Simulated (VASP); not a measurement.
Here is a VASP 6.6.1 calculation.

INCAR

```
PREC = Accurate ; ENCUT = 520
EDIFF = 1E-6 ; ISMEAR = 0
SIGMA = 0.2 ; LREAL = False
LASPH = True ; NELM = 150
ALGO = Fast ; ISIF = 2
LWAVE = False ; LCHARG = False
ISPIN = 2 ; MAGMOM = 0 0 0 0 0 0 0 0 0.66 0.66
LORBIT = 11 ; LMAXMIX = 4
GGA = PE ; NBANDS = 44
```

KPOINTS

```
regular mesh
0
Gamma
  8 8 2
```

File POSCAR:

```
Al5Fe2Co3
1.0
    2.8586129000      0.0000000000      0.0000000000
    0.0000000000      2.8586129000      0.0000000000
    0.0000000000      0.0000000000     14.3102227000
Al Co Fe
5 3 2
Direct
    0.0000000000      0.0000000000      0.8999720000
    0.0000000000      0.0000000000      0.1000280000
    0.0000000000      0.0000000000      0.3004020000
    0.0000000000      0.0000000000      0.5000000000
    0.0000000000      0.0000000000      0.6995980000
    0.5000000000      0.5000000000      0.0000000000
    0.5000000000      0.5000000000      0.1984430000
    0.5000000000      0.5000000000      0.8015570000
    0.5000000000      0.5000000000      0.3998400000
    0.5000000000      0.5000000000      0.6001600000
```

Potentials or basis: VASP PAW PBE potentials, release 64 (Al, Co, Fe).

Launch:

```sh
$ cat potpaw_PBE.64/Al/POTCAR potpaw_PBE.64/Co/POTCAR potpaw_PBE.64/Fe/POTCAR > POTCAR
$ mpirun -np 1 vasp_std > vasp.out
```

Question: Estimate the pressure.

Answer: 0.2 GPa.

Question: Estimate the net moment.

Answer: 1.11 μB per cell.

Question: What does it give for the largest force?

Answer: 0.029 eV/Å.

Question: Estimate the site moments.

Answer: Al +0.00, -0.01, -0.02 (each value once); Co +0.01, -0.08 (each value once); Fe +0.65 μB.

Forces in eV/Å, atoms in the order of the input:
```
Al   0.000  0.000  0.029
Al   0.000  0.000 -0.029
Al   0.000  0.000 -0.010
Al   0.000  0.000  0.000
Al   0.000  0.000  0.010
Co   0.000  0.000  0.000
Co   0.000  0.000  0.015
Co   0.000  0.000 -0.015
Fe   0.000  0.000 -0.004
Fe   0.000  0.000  0.004
```
